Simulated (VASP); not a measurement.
A run of VASP 6.6.1 is set up as follows.

Contents of INCAR:

```
SYSTEM = Ta4Ag
ALGO = Normal
EDIFF = 1E-6
ENCUT = 520
GGA = PE
ISIF = 2
ISMEAR = 0
LASPH = .True.
LCHARG = .True.
LELF = .True.
LREAL = .False.
LVHAR = .True.
LWAVE = .False.
NBANDS = 36
NELM = 100
PREC = Accurate
SIGMA = 0.1
```

KPOINTS

```
k-points
0
Gamma
  8 8 8
  0 0 0
```

Contents of POSCAR:

```
Ta4Ag
1.0
    4.8345470812      0.0000000000      0.0000000000
    0.0000000000      4.8345470812      0.0000000000
    0.0000000000      0.0000000000      4.8345470812
Ta Ag
4 1
Direct
    0.0000000000      0.5000000000      0.5000000000
    0.5000000000      0.0000000000      0.5000000000
    0.5000000000      0.5000000000      0.0000000000
    0.0000000000      0.0000000000      0.0000000000
    0.5000000000      0.5000000000      0.5000000000
```

Potentials or basis: VASP PAW PBE potentials, release 64 (Ta_pv, Ag).

Launch:

```sh
$ cat potpaw_PBE.64/Ta_pv/POTCAR potpaw_PBE.64/Ag/POTCAR > POTCAR
$ mpirun -np 1 vasp_std > vasp.out
```

Question: Estimate the pressure.

Answer: -0.2 GPa.
